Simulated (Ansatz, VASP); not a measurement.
# TePt: VASP beside Ansatz

```
Te Pt
1.0
     1.98157    1.14406    6.66103
    -1.98157    1.14406    6.66103
     0.00000   -2.28812    6.66103
Te Pt
2 2
Cartesian
  0.0000 0.0000 11.9499
  0.0000 0.0000 8.0332
  0.0000 0.0000 17.3920
  0.0000 0.0000 2.5911
```

Alike in both runs: task single point; functional PBEsol; k mesh 7 × 7 × 7; occupations fermi-dirac, width 0.05 eV; no spin polarisation.

|  | VASP | Ansatz |
| --- | --- | --- |
| version | VASP 6.6.1 | Ansatz 0.2.0 |
| potentials or method | VASP PAW PBE potentials, release 64 (Te, Pt), cutoff 520 eV | plane waves, PAW |
| valence electrons in the cell | 32 | 68 |

|  | VASP | Ansatz | Ansatz less VASP |
| --- | --- | --- | --- |
| gap on the k mesh at the Fermi level (eV) | none | none | - |
| rms of the force components (eV/Å) | 0.071 | 0.072 | +0.0012 |

VASP's potentials were made for PBE, not for PBEsol. Atom by atom the forces differ by 0.003 eV/Å (rms over components). A gap of «none» marks a metal or a gap that the smearing closes. VASP's potentials hold 32 valence electrons a cell and Ansatz's 68, so a difference there can come from the potentials and not from the codes.

Spin-orbit coupling is off throughout.
